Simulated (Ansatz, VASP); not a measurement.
**Two plane-wave programs on Sc3GeBi6**

```
Sc Ge Bi
1.0
     0.00000    5.49605    5.49605
     5.49605    0.00000    5.49605
     5.49605    5.49605    0.00000
Sc Ge Bi
3 1 6
Direct
  0.25000 0.25000 0.25000
  0.75000 0.75000 0.75000
  0.50000 0.50000 0.50000
  0.00000 0.00000 0.00000
  0.75341 0.24659 0.24659
  0.24659 0.75341 0.75341
  0.24659 0.75341 0.24659
  0.75341 0.24659 0.75341
  0.24659 0.24659 0.75341
  0.75341 0.75341 0.24659
```

Change from the starting cell: species swapped into the Rb3ErF6 type (Fm-3m, No. 225).

Alike in both runs: functional PBE; k mesh 4 × 4 × 4; occupations gaussian, width 0.1 eV; no spin polarisation.

Ansatz relaxed the structure, and its values are those at the end. VASP's run is a single point on that final structure, the one shown.

|  | VASP | Ansatz |
| --- | --- | --- |
| version | VASP 6.6.1 | Ansatz 0.2.0 |
| potentials or method | VASP PAW PBE potentials, release 64 (Sc_sv, Ge_d, Bi_d), cutoff 520 eV | scalar-relativistic, plane waves, PAW |
| valence electrons in the cell | 137 | 137 |

VASP gave:

```
gap on the k mesh at the Fermi level (eV) : none
pressure (GPa)                            : 0.2
rms of the force components (eV/Å)        : 0.006
```

Which values does Ansatz return?

gap on the k mesh at the Fermi level (eV): none; pressure (GPa): 0.2; rms of the force components (eV/Å): 0.001.

A gap of «none» marks a metal or a gap that the smearing closes.

Spin-orbit coupling is off throughout.
